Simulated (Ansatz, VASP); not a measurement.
**Two plane-wave programs on HfN**

```
Hf N
1.0
     0.00000    2.36556    2.45773
     2.54989    0.00000    2.45773
     2.54989    2.36556    0.00000
Hf N
1 1
Cartesian
  0.0000 0.0000 0.0000
  3.8248 3.5483 3.6866
```

Change from the starting cell: strain +0.0375 x Voigt [1, -1, 0, 0, 0, 0], atoms carried along.

Alike in both runs: task single point; functional PBE; k mesh 22 × 22 × 22; occupations gaussian, width 0.15 eV; no spin polarisation.

```csv
,VASP,Ansatz
version,VASP 6.6.1,Ansatz 0.2.0
potentials or method,"VASP PAW PBE potentials, release 64 (Hf_pv, N), cutoff 520 eV","scalar-relativistic, plane waves, PAW"
valence electrons in the cell,15,31
```

```tsv
	VASP	Ansatz	Ansatz less VASP
gap on the k mesh at the Fermi level (eV)	none	none	-
pressure (GPa)	-1.0	0.1	+1.07
traceless stress, the component that is largest in VASP (GPa)	-5.82	-5.81	+0.019
```

A gap of «none» marks a metal or a gap that the smearing closes. VASP's potentials hold 15 valence electrons a cell and Ansatz's 31, so a difference there can come from the potentials and not from the codes.

Neither program's run includes spin-orbit coupling.
